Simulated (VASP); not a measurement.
# MgCd5O6 (P4/mmm) in VASP: further runs

MgCd5O6 is run at these levels: PBE; tasks: single point.

Everything below comes from runs of VASP 6.6.1. Logs are shortened: lines on timing, memory, paths and dates and some standing lists are left out, and cuts for length are marked.

## (1) The cell of the first run

It takes space group P4/mmm (No. 123, tetragonal). The conventional cell has a = 3.329 Å, b = 3.329 Å, c = 14.107 Å, α = 90.00°, β = 90.00°, γ = 90.00°. Mg (site symmetry 4/mmm) has 6 O at 2.15 to 2.35 Å within 2.8 Å. Within 3.0 Å of Cd (site symmetry 4mm) lie 6 O at 2.26 to 2.38 Å. Within 3.1 Å of Cd (site symmetry 4mm) lie 6 O at 2.35 to 2.47 Å. Within 3.1 Å of Cd (site symmetry 4/mmm) lie 6 O at 2.35 to 2.41 Å. O (site symmetry 4mm) has 6 Cd at 2.35 to 2.41 Å within 3.1 Å. Within 3.1 Å of O (site symmetry 4/mmm) lie 6 Cd at 2.35 to 2.43 Å. O (site symmetry 4mm) has 1 Mg at 2.15 Å and 5 Cd at 2.36 to 2.47 Å within 2.8 Å. Within 3.0 Å of O (site symmetry 4/mmm) lie 2 Cd at 2.26 Å and 4 Mg at 2.35 Å.

## (2) Single point, PBE

File INCAR:

```
ALGO = Normal
EDIFF = 1E-6
ENCUT = 520
GGA = PE
ISIF = 2
ISMEAR = 0
KPAR = 4
LASPH = T
LCHARG = F
LREAL = F
LWAVE = F
NBANDS = 61
NELM = 80
PREC = Accurate
SIGMA = 0.1
```

File KPOINTS:

```
k-points
0
Gamma
  12 12 4
```

File POSCAR:

```
MgCd5O6
1.0
    3.3287903000      0.0000000000      0.0000000000
    0.0000000000      3.3287903000      0.0000000000
    0.0000000000      0.0000000000     14.1065272000
Mg Cd O
1 5 6
Direct
    0.5000000000      0.5000000000      0.5000000000
    0.0000000000      0.0000000000      0.6603360000
    0.5000000000      0.5000000000      0.8276890000
    0.0000000000      0.0000000000      0.0000000000
    0.5000000000      0.5000000000      0.1723110000
    0.0000000000      0.0000000000      0.3396640000
    0.0000000000      0.0000000000      0.8292420000
    0.5000000000      0.5000000000      0.0000000000
    0.0000000000      0.0000000000      0.1707580000
    0.5000000000      0.5000000000      0.3474780000
    0.0000000000      0.0000000000      0.5000000000
    0.5000000000      0.5000000000      0.6525220000
```

Potentials or basis: VASP PAW PBE potentials, release 64 (Mg, Cd, O).

Command:

```console
cat potpaw_PBE.64/Mg/POTCAR potpaw_PBE.64/Cd/POTCAR potpaw_PBE.64/O/POTCAR > POTCAR
mpirun -np 4 vasp_std > vasp.out
```

OUTCAR:

```text
EDIFF = 1E-6
   ENCUT = 520
   GGA = PE
   ISIF = 2
   ISMEAR = 0
   LASPH = T
   LREAL = F
   NELM = 80
   PREC = Accurate

 ion  position               nearest neighbor table
   1  0.500  0.500  0.500-  10 2.15  12 2.15  11 2.35  11 2.35  11 2.35  11 2.35   6 3.26   6 3.26
                             2 3.26   6 3.26   2 3.26   2 3.26   6 3.26   2 3.26
   2  0.000  0.000  0.660-  11 2.26  12 2.36  12 2.36  12 2.36  12 2.36   7 2.38   1 3.26   1 3.26
                             1 3.26   1 3.26   3 3.33   3 3.33   3 3.33   3 3.33
   3  0.500  0.500  0.828-   7 2.35   7 2.35   7 2.35   7 2.35   8 2.43  12 2.47   2 3.33   2 3.33
                             2 3.33   2 3.33   4 3.38   4 3.38   4 3.38   4 3.38
   4  0.000  0.000  0.000-   8 2.35   8 2.35   8 2.35   8 2.35   9 2.41   7 2.41   5 3.38   5 3.38
                             3 3.38   5 3.38   3 3.38   3 3.38   5 3.38   3 3.38
   5  0.500  0.500  0.172-   9 2.35   9 2.35   9 2.35   9 2.35   8 2.43  10 2.47   6 3.33   6 3.33
                             6 3.33   6 3.33   4 3.38   4 3.38   4 3.38   4 3.38
   6  0.000  0.000  0.340-  11 2.26  10 2.36  10 2.36  10 2.36  10 2.36   9 2.38   1 3.26   1 3.26
                             1 3.26   1 3.26   5 3.33   5 3.33   5 3.33   5 3.33
   7  0.000  0.000  0.829-   3 2.35   3 2.35   3 2.35   3 2.35   2 2.38   4 2.41
   8  0.500  0.500  0.000-   4 2.35   4 2.35   4 2.35   4 2.35   5 2.43   3 2.43
   9  0.000  0.000  0.171-   5 2.35   5 2.35   5 2.35   5 2.35   6 2.38   4 2.41
  10  0.500  0.500  0.347-   1 2.15   6 2.36   6 2.36   6 2.36   6 2.36   5 2.47
  11  0.000  0.000  0.500-   2 2.26   6 2.26   1 2.35   1 2.35   1 2.35   1 2.35
  12  0.500  0.500  0.653-   1 2.15   2 2.36   2 2.36   2 2.36   2 2.36   3 2.47

  LATTYP: Found a simple tetragonal cell.
 ALAT       =     3.3287903000
 C/A-ratio  =     4.2377338098

  Lattice vectors:

 A1 = (   3.3287903000,   0.0000000000,   0.0000000000)
 A2 = (   0.0000000000,   3.3287903000,   0.0000000000)
 A3 = (   0.0000000000,   0.0000000000,  14.1065272000)

Analysis of symmetry for initial positions (statically):
=====================================================================
 Subroutine PRICEL returns:
 Original cell was already a primitive cell.

 Routine SETGRP: Setting up the symmetry group for a
 simple tetragonal supercell.

 Subroutine GETGRP returns: Found 16 space group operations
 (whereof 16 operations were pure point group operations)
 out of a pool of 16 trial point group operations.

The static configuration has the point symmetry D_4h.

Analysis of symmetry for dynamics (positions and initial velocities):
=====================================================================
 Subroutine PRICEL returns:
 Original cell was already a primitive cell.

 Routine SETGRP: Setting up the symmetry group for a
 simple tetragonal supercell.

 Subroutine GETGRP returns: Found 16 space group operations
 (whereof 16 operations were pure point group operations)
 out of a pool of 16 trial point group operations.

The dynamic configuration has the point symmetry D_4h.

 Subroutine INISYM returns: Found 16 space group operations
 (whereof 16 operations are pure point group operations),
 and found     1 'primitive' translations

----------------------------------------------------------------------------------------

                                     Primitive cell

  volume of cell :     156.3122

  direct lattice vectors                    reciprocal lattice vectors
     3.328790300  0.000000000  0.000000000     0.300409431  0.000000000  0.000000000
     0.000000000  3.328790300  0.000000000     0.000000000  0.300409431  0.000000000
     0.000000000  0.000000000 14.106527200     0.000000000  0.000000000  0.070889170

  length of vectors
     3.328790300  3.328790300 14.106527200     0.300409431  0.300409431  0.070889170

  position of ions in fractional coordinates (direct lattice)
     0.500000000  0.500000000  0.500000000
     0.000000000  0.000000000  0.660336000
     0.500000000  0.500000000  0.827689000
     0.000000000  0.000000000  0.000000000
     0.500000000  0.500000000  0.172311000
     0.000000000  0.000000000  0.339664000
     0.000000000  0.000000000  0.829242000
     0.500000000  0.500000000  0.000000000
     0.000000000  0.000000000  0.170758000
     0.500000000  0.500000000  0.347478000
     0.000000000  0.000000000  0.500000000
     0.500000000  0.500000000  0.652522000

  ion indices of the primitive-cell ions
   primitive index   ion index
                 1           1
                 2           2
                 3           3
                 4           4
                 5           5
                 6           6
                 7           7
                 8           8
                 9           9
                10          10
                11          11
                12          12

----------------------------------------------------------------------------------------

 KPOINTS: k-points

Automatic generation of k-mesh.
 Grid dimensions read from file:
 generate k-points for:   12   12    4

 Generating k-lattice:

  Cartesian coordinates                     Fractional coordinates (reciprocal lattice)
     0.025034119  0.000000000  0.000000000     0.083333333  0.000000000  0.000000000
     0.000000000  0.025034119  0.000000000     0.000000000  0.083333333  0.000000000
     0.000000000  0.000000000  0.017722292     0.000000000  0.000000000  0.250000000

  Length of vectors
     0.025034119  0.025034119  0.017722292

  Shift w.r.t. Gamma in fractional coordinates (k-lattice)
     0.000000000  0.000000000  0.000000000

 Subroutine IBZKPT returns following result:
 ===========================================

 Found     84 irreducible k-points:

 Following reciprocal coordinates:
            Coordinates               Weight
  0.000000  0.000000  0.000000      1.000000
  0.083333  0.000000  0.000000      4.000000
  0.166667  0.000000  0.000000      4.000000
  0.250000  0.000000  0.000000      4.000000
  0.333333  0.000000  0.000000      4.000000
  0.416667  0.000000  0.000000      4.000000
[... 16 lines left out ...]
  0.333333  0.333333  0.000000      4.000000
  0.416667  0.333333  0.000000      8.000000
 [... further k-points ...]
   k-points           NKPTS =     84   k-points in BZ     NKDIM =     84   number of bands    NBANDS=     61
   number of dos      NEDOS =    301   number of ions     NIONS =     12
   total plane-waves  NPLWV =  84672
   dimension x,y,z NGX =    28 NGY =   28 NGZ =  108
   dimension x,y,z NGXF=    56 NGYF=   56 NGZF=  216
   ions per type =               1   5   6
   NGX,Y,Z   is equivalent  to a cutoff of  13.98, 13.98, 12.73 a.u.
   NGXF,Y,Z  is equivalent  to a cutoff of  27.97, 27.97, 25.46 a.u.
 SYSTEM =  unknown system
   PREC   = accura    normal or accurate (medium, high low for compatibility)
   ISTART =      0    job   : 0-new  1-cont  2-samecut
   ICHARG =      2    charge: 1-file 2-atom 10-const
   ISPIN  =      1    spin polarized calculation?
   LNONCOLLINEAR =      F non collinear calculations
   LSORBIT =      F    spin-orbit coupling
   LASPH  =      T    aspherical Exc in radial PAW
   ENCUT  =  520.0 eV  38.22 Ry    6.18 a.u.   6.19  6.19 26.23*2*pi/ulx,y,z
   NELM   =     80;   NELMIN=  2; NELMDL= -5     # of ELM steps
   EDIFF  = 0.1E-05   stopping-criterion for ELM
   LREAL  =      F    real-space projection
   EDIFFG = 0.1E-04   stopping-criterion for IOM
   NSW    =      0    number of steps for IOM
   IBRION =     -1    ionic relax: 0-MD 1-quasi-New 2-CG
   NFREE  =      0    steps in history (QN), initial steepest desc. (CG)
   ISIF   =      2    stress and relaxation
   ISYM   =      2    0-nonsym 1-usesym 2-fastsym
   POTIM  = 0.5000    time-step for ionic-motion
   TEBEG  =    0.0;   TEEND  =   0.0 temperature during run
   PSTRESS=    0.0 pullay stress
   NELECT =      98.0000    total number of electrons
   NUPDOWN=      -1.0000    fix difference up-down
   EMIN   =  10.00;   EMAX   =-10.00  energy-range for DOS
   EFERMI =   0.00;   METHOD = LEGACY
   ISMEAR =     0;   SIGMA  =   0.10  broadening in eV -4-tet -1-fermi 0-gaus
   EFERMI_NEDOS =   21; number of points for ismear=-14 and -15
   IALGO  =     38    algorithm
   IMIX   =      4    mixing-type and parameters
     AMIX     =   0.40;   BMIX     =  1.00
     AMIX_MAG =   1.60;   BMIX_MAG =  1.00
  volume/ion in A,a.u.               =      13.03        87.90
  Fermi-wavevector in a.u.,A,eV,Ry     =   1.401154  2.647797 26.711399  1.963232
  Thomas-Fermi vector in A             =   2.524043
   LORBIT       =      0    0 simple, 1 ext, 2 COOP (PROOUT), +10 PAW based schemes
   GGA     = PE    functional components
   LHFCALC =     F    Hartree Fock is set to
   AEXX    =    0.0000 exact exchange contribution
   IVDW    =     0    specifies the selected vdW correction
   LEPSILON=     F    determine dielectric tensor
   LRPA    =     F    only Hartree local field effects (RPA)
 non-spin polarized calculation
 Gauss-broadening in eV      SIGMA  =   0.10
  energy-cutoff  :      520.00
  volume of cell :      156.31
 maximum number of plane-waves:      4264
 NGX is ok and might be reduce to    28
   NGX = 13   NGY = 13   NGZ = 53

 number of electron      98.0000037 magnetization

 Free energy of the ion-electron system (eV)
  ---------------------------------------------------
  ext. energy  EPLUGINS =         0.00000000
  ---------------------------------------------------
  free energy    TOTEN  =       -49.95385867 eV

  energy without entropy =      -49.95200006  energy(sigma->0) =      -49.95292936

 E-fermi :   2.1740     XC(G=0): -11.3319

 val. band max:        2.1253199690   @ k =   0.5000   0.0000   0.5000
 cond. band min:       2.2711415564   @ k =   0.0833   0.0000   0.0000
 fundamental gap:      0.1458215874
 Fermi energy:         2.1739768843

 k-point     1 :       0.0000    0.0000    0.0000
  band No.  band energies     occupation
      1     -15.3408      2.00000
      2     -15.1698      2.00000
      3     -14.9837      2.00000
      4     -14.8272      2.00000
      5     -14.7566      2.00000
      6     -14.2048      2.00000
[... 1525 lines left out ...]
     60      10.5085      0.00000
     61      10.7170      0.00000

 [... further k-points ...]
[... 5 lines left out ...]
  --------------------------------------------------------------------------------------
  -------------------------------------------------------------------------------------
  Total        1.1163328      1.1163328      0.9087269      0.0000000      0.0000000      0.0000000
  in kB       11.4422459     11.4422459      9.3143168      0.0000000      0.0000000      0.0000000
  external PRESSURE =      10.7329362 kB  Pullay stress =       0.0000000 kB

 VOLUME and BASIS-vectors are now :
 -----------------------------------------------------------------------------
  energy-cutoff  :      520.00
  volume of cell :      156.31
      direct lattice vectors                 reciprocal lattice vectors
     3.328790300  0.000000000  0.000000000     0.300409431  0.000000000  0.000000000
     0.000000000  3.328790300  0.000000000     0.000000000  0.300409431  0.000000000
     0.000000000  0.000000000 14.106527200     0.000000000  0.000000000  0.070889170

 POSITION                                       TOTAL-FORCE (eV/Angst)
 -----------------------------------------------------------------------------------
      1.66440      1.66440      7.05326         0.000000      0.000000      0.000000
      0.00000      0.00000      9.31505        -0.000000      0.000000      0.030276
      1.66440      1.66440     11.67582         0.000000     -0.000000     -0.003765
      0.00000      0.00000      0.00000         0.000000      0.000000      0.000000
      1.66440      1.66440      2.43071        -0.000000     -0.000000      0.003765
      0.00000      0.00000      4.79148        -0.000000      0.000000     -0.030276
      0.00000      0.00000     11.69772         0.000000      0.000000      0.003617
      1.66440      1.66440      0.00000         0.000000      0.000000      0.000000
      0.00000      0.00000      2.40880        -0.000000      0.000000     -0.003617
      1.66440      1.66440      4.90171         0.000000      0.000000      0.037537
      0.00000      0.00000      7.05326         0.000000      0.000000      0.000000
      1.66440      1.66440      9.20482         0.000000     -0.000000     -0.037537
 -----------------------------------------------------------------------------------
    total drift:                                0.000000      0.000000      0.000000

  FREE ENERGIE OF THE ION-ELECTRON SYSTEM (eV)
  ---------------------------------------------------
  free  energy   TOTEN  =       -49.9538586677 eV

  energy  without entropy=      -49.9520000586  energy(sigma->0) =      -49.95292936
```

Run time: 2.9 min. Hardware: 4 MPI ranks of Intel Xeon Platinum 8488C (Sapphire Rapids), shared host; peak memory 0.69 GiB.

What came out:

```
Free energy            : -49.9539 eV
Pressure               : 1.1 GPa
Largest force          : 0.038 eV/Å
Band gap on the k mesh : zero (bands 49 and 50 overlap by 0.39 eV)
```

Forces on the atoms (eV/Å):
```
Mg   0.000  0.000  0.000
Cd   0.000  0.000  0.030
Cd   0.000  0.000 -0.004
Cd   0.000  0.000  0.000
Cd   0.000  0.000  0.004
Cd   0.000  0.000 -0.030
O    0.000  0.000  0.004
O    0.000  0.000  0.000
O    0.000  0.000 -0.004
O    0.000  0.000  0.038
O    0.000  0.000  0.000
O    0.000  0.000 -0.038
```

Caveat: semilocal functionals underestimate gaps, and a narrow one can read as zero.

## (3) Single point, PBE, collinear spin, ferromagnetic start

File INCAR:

```
SYSTEM = MgCd5O6
PREC = Accurate ; ENCUT = 520
EDIFF = 1E-6 ; ISMEAR = 0
SIGMA = 0.1 ; LREAL = .FALSE.
LASPH = .TRUE. ; NELM = 150
ALGO = Normal ; ISIF = 2
LWAVE = .FALSE. ; LCHARG = .FALSE.
ISPIN = 2 ; MAGMOM = 0 0 0 0 0 0 1 1 1 1 1 1
LORBIT = 11 ; GGA = PE
NBANDS = 65 ; KPAR = 4
```

File KPOINTS:

```
regular mesh
0
G
  6 6 2
  0 0 0
```

POSCAR is that of step 2.

Potentials or basis: VASP PAW PBE potentials, release 64 (Mg, Cd, O).

Command:

```console
cat potpaw_PBE.64/Mg/POTCAR potpaw_PBE.64/Cd/POTCAR potpaw_PBE.64/O/POTCAR > POTCAR
mpirun -np 4 vasp_std > vasp.out
```

OUTCAR:

```text
SYSTEM = MgCd5O6
   PREC = Accurate
   ENCUT = 520
   EDIFF = 1E-6
   ISMEAR = 0
   LREAL = .FALSE.
   LASPH = .TRUE.
   NELM = 150
   ISIF = 2
   ISPIN = 2
   LORBIT = 11
   GGA = PE

 ion  position               nearest neighbor table
   1  0.500  0.500  0.500-  10 2.15  12 2.15  11 2.35  11 2.35  11 2.35  11 2.35   6 3.26   6 3.26
                             2 3.26   6 3.26   2 3.26   2 3.26   6 3.26   2 3.26
   2  0.000  0.000  0.660-  11 2.26  12 2.36  12 2.36  12 2.36  12 2.36   7 2.38   1 3.26   1 3.26
                             1 3.26   1 3.26   3 3.33   3 3.33   3 3.33   3 3.33
   3  0.500  0.500  0.828-   7 2.35   7 2.35   7 2.35   7 2.35   8 2.43  12 2.47   2 3.33   2 3.33
                             2 3.33   2 3.33   4 3.38   4 3.38   4 3.38   4 3.38
   4  0.000  0.000  0.000-   8 2.35   8 2.35   8 2.35   8 2.35   9 2.41   7 2.41   5 3.38   5 3.38
                             3 3.38   5 3.38   3 3.38   3 3.38   5 3.38   3 3.38
   5  0.500  0.500  0.172-   9 2.35   9 2.35   9 2.35   9 2.35   8 2.43  10 2.47   6 3.33   6 3.33
                             6 3.33   6 3.33   4 3.38   4 3.38   4 3.38   4 3.38
   6  0.000  0.000  0.340-  11 2.26  10 2.36  10 2.36  10 2.36  10 2.36   9 2.38   1 3.26   1 3.26
                             1 3.26   1 3.26   5 3.33   5 3.33   5 3.33   5 3.33
   7  0.000  0.000  0.829-   3 2.35   3 2.35   3 2.35   3 2.35   2 2.38   4 2.41
   8  0.500  0.500  0.000-   4 2.35   4 2.35   4 2.35   4 2.35   5 2.43   3 2.43
   9  0.000  0.000  0.171-   5 2.35   5 2.35   5 2.35   5 2.35   6 2.38   4 2.41
  10  0.500  0.500  0.347-   1 2.15   6 2.36   6 2.36   6 2.36   6 2.36   5 2.47
  11  0.000  0.000  0.500-   2 2.26   6 2.26   1 2.35   1 2.35   1 2.35   1 2.35
  12  0.500  0.500  0.653-   1 2.15   2 2.36   2 2.36   2 2.36   2 2.36   3 2.47

[... 2814 lines left out ...]
      0.00000      0.00000     11.69772         0.000000      0.000000     -0.009945
      1.66440      1.66440      0.00000         0.000000      0.000000      0.000000
      0.00000      0.00000      2.40880         0.000000      0.000000      0.009945
      1.66440      1.66440      4.90171         0.000000      0.000000      0.050301
      0.00000      0.00000      7.05326         0.000000      0.000000      0.000000
      1.66440      1.66440      9.20482         0.000000     -0.000000     -0.050301
 -----------------------------------------------------------------------------------
    total drift:                                0.000000      0.000000      0.000000

  FREE ENERGIE OF THE ION-ELECTRON SYSTEM (eV)
  ---------------------------------------------------
  free  energy   TOTEN  =       -49.9575345139 eV

  energy  without entropy=      -49.9541978378  energy(sigma->0) =      -49.95586618

 total charge

# of ion       s       p       d       tot
------------------------------------------
    1        0.126   0.118   0.044   0.288
    2        0.338   0.266   9.652  10.256
    3        0.331   0.240   9.645  10.216
    4        0.333   0.245   9.646  10.223
    5        0.331   0.240   9.645  10.216
    6        0.338   0.266   9.652  10.256
    7        1.575   3.347   0.000   4.921
    8        1.574   3.344   0.000   4.918
    9        1.575   3.347   0.000   4.921
   10        1.568   3.377   0.000   4.945
   11        1.555   3.404   0.000   4.959
   12        1.568   3.377   0.000   4.945
--------------------------------------------------
tot         11.211  21.570  48.284  81.065

 magnetization (x)

# of ion       s       p       d       tot
------------------------------------------
    1       -0.000  -0.000  -0.000  -0.000
    2       -0.000  -0.000  -0.000  -0.000
    3        0.000   0.000  -0.000  -0.000
    4       -0.000  -0.000  -0.000  -0.000
    5        0.000   0.000  -0.000  -0.000
    6       -0.000  -0.000  -0.000  -0.000
    7        0.000  -0.000   0.000  -0.000
    8       -0.000  -0.000   0.000  -0.000
    9        0.000  -0.000   0.000  -0.000
   10        0.000  -0.000   0.000   0.000
   11        0.000   0.000   0.000   0.000
   12        0.000  -0.000   0.000   0.000
--------------------------------------------------
tot          0.000  -0.000  -0.000  -0.000
```

stdout:

```text
POSCAR found type information on POSCAR MgCdO
 POSCAR found :  3 types and      12 ions
 scaLAPACK will be used
 LDA part: xc-table for (Slater+PW92), standard interpolation
 POSCAR, INCAR and KPOINTS ok, starting setup
 FFT: planning ... GRIDC
 FFT: planning ... GRID_SOFT
 FFT: planning ... GRID
 WAVECAR not read
 entering main loop
```

Run time: 1.7 min. Hardware: 4 MPI ranks of Intel Xeon Platinum 8488C (Sapphire Rapids), shared host; peak memory 0.52 GiB.

What came out:

```
Free energy                                           : -49.9575 eV
Pressure                                              : 1.1 GPa
Largest force                                         : 0.050 eV/Å
Band gap on the k mesh                                : zero (filled and empty bands overlap)
Net moment                                            : 0.00 μB per cell
Valence electrons inside the program's atomic spheres : Mg 0.29; Cd 10.26, 10.22 (each value once); O 4.92, 4.95, 4.96 (each value once)
```

Forces on the atoms (eV/Å):
```
Mg   0.000  0.000  0.000
Cd   0.000  0.000  0.041
Cd   0.000  0.000  0.005
Cd   0.000  0.000  0.000
Cd   0.000  0.000 -0.005
Cd   0.000  0.000 -0.041
O    0.000  0.000 -0.010
O    0.000  0.000  0.000
O    0.000  0.000  0.010
O    0.000  0.000  0.050
O    0.000  0.000  0.000
O    0.000  0.000 -0.050
```

Caveat: semilocal functionals underestimate gaps, and a narrow one can read as zero.

The gap in the log of VASP goes by the Fermi energy; the results here count the filled bands.